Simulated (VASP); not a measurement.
A run of VASP 6.6.1 is set up as follows.

The input INCAR:

```
SYSTEM = Be
ALGO = Fast
EDIFF = 1E-7
ENCUT = 520
GGA = PE
ISIF = 2
ISMEAR = 0
LASPH = .True.
LCHARG = .False.
LREAL = .False.
LWAVE = .False.
NBANDS = 15
NELM = 60
PREC = Accurate
SIGMA = 0.15
```

The input KPOINTS:

```
k-points
0
Gamma
  28 28 6
  0 0 0
```

POSCAR

```
Be
1.0
   -1.2502160087      1.2502160087     -1.2502160087
   -1.2502160087     -1.2502160087      1.2502160087
   -0.2500432017      7.5012960522      7.5012960522
Be
6
Direct
   -0.0916650000     -0.0916650000      0.9166500000
    0.4916683333      0.4916683333      0.0833166667
   -0.0249983333     -0.0249983333      0.2499833333
    0.4583350000      0.4583350000      0.4166500000
   -0.0583316667     -0.0583316667      0.5833166667
    0.4250016667      0.4250016667      0.7499833333
```

Potentials or basis: VASP PAW PBE potentials, release 64 (Be).

The run is started by

```bash
$ cat potpaw_PBE.64/Be/POTCAR > POTCAR
$ mpirun -np 1 vasp_std > vasp.out
```

Q: What does it give for the largest force?

A: 0.781 eV/Å.

Q: Predict the pressure.

A: 0.6 GPa.

Q: Predict the band gap on the k mesh.

A: Zero (bands 6 and 7 overlap by 3.52 eV).

Forces in eV/Å, atoms in the order of the input:
```
Be  -0.739 -0.180 -0.180
Be   0.739  0.180  0.180
Be   0.026 -0.002 -0.002
Be   0.002  0.000  0.000
Be  -0.002  0.000  0.000
Be  -0.026  0.002  0.002
```

Caveat: the cell differs from its parent crystal (the part above a cut slid along it).
